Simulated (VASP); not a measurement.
Wanted: the native input for a VASP 6.6.1 run.

```yaml
Task: single point
Functional: PBE
Potentials_or_basis: VASP PAW PBE potentials, release 64 (Ti_sv, B)
Cutoff: 520 eV
k_mesh: 15 × 15 × 13
Occupations: fermi-dirac, width 0.08 eV
Spin: no spin polarisation
Dipole_correction: no
Further_INCAR_settings: ALGO = Normal; EDIFF = 1e-06; NBANDS = 16
```

The structure of TiB2 lies in POSCAR:

```
TiB2
1.0
    2.9686142376      0.0000000000      0.0000000000
   -1.4843071188      2.5708953438      0.0000000000
    0.0000000000      0.0000000000      3.2284000000
Ti B
1 2
Direct
    0.0000000000      0.0000000000      0.0000000000
    0.3333333333      0.6666666667      0.5000000000
    0.6666666667      0.3333333333      0.5000000000
```

This cell differs from its parent crystal: equal xx and yy strain of -2 %.

One way to write it, as run:

INCAR

```
PREC = Accurate
ENCUT = 520
EDIFF = 1E-6
ISMEAR = -1
SIGMA = 0.08
LREAL = False
LASPH = True
NELM = 100
ALGO = Normal
ISIF = 2
LWAVE = False
LCHARG = False
GGA = PE
NBANDS = 16
```

KPOINTS

```
regular mesh
0
Gamma
  15 15 13
```

Potentials or basis: VASP PAW PBE potentials, release 64 (Ti_sv, B).

Run with:

```sh
$ cat potpaw_PBE.64/Ti_sv/POTCAR potpaw_PBE.64/B/POTCAR > POTCAR
$ mpirun -np 1 vasp_std > vasp.out
```

Results of the run:

```json
{
 "Pressure": "12.5 GPa",
 "Band gap on the k mesh": "zero (bands 9 and 10 overlap by 0.53 eV)"
}
```

Caveat: the cell differs from its parent crystal (equal xx and yy strain of -2 %); the cell stands under pressure.

Wall time 20 s on 1 thread of Intel(R) Xeon(R) 6975P-C (Granite Rapids), on a shared host, peak memory 0.19 GiB.
